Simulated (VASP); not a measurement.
A run of VASP 6.6.1 is set up as follows.

The input INCAR:

```
PREC = Accurate
ENCUT = 520
EDIFF = 1E-6
ISMEAR = 0
SIGMA = 0.15
LREAL = F
LASPH = T
NELM = 100
ALGO = Normal
ISIF = 2
LWAVE = F
LCHARG = F
GGA = PS
NBANDS = 24
```

Contents of KPOINTS:

```
Automatic mesh
0
Gamma
  20 20 12
```

The input POSCAR:

```
TaN
1.0
    0.0000000000      0.0000000000      2.8707276426
    2.9239890448      0.0000000000      0.0000000000
    0.0000000000      5.0644975863      0.0000000000
Ta N
2 2
Direct
    0.5000000000      0.0256498909      0.3333333333
    0.5000000000      0.4743501091      0.8333333333
    0.0000000000      0.5110491424      0.5000000000
    0.0000000000     -0.0110491424      0.0000000000
```

Potentials or basis: VASP PAW PBE potentials, release 64 (Ta_pv, N).

Command:

```bash
$ cat potpaw_PBE.64/Ta_pv/POTCAR potpaw_PBE.64/N/POTCAR > POTCAR
$ mpirun -np 1 vasp_std > vasp.out
```

(1) Estimate the pressure.

(2) Estimate the largest force.

Results:

(1) 1.6 GPa.

(2) 1.581 eV/Å.

Caveat: the cell differs from its parent crystal (atoms displaced along a vibrational mode); the PAW data sets were made with another functional, which shifts forces and pressure a little.
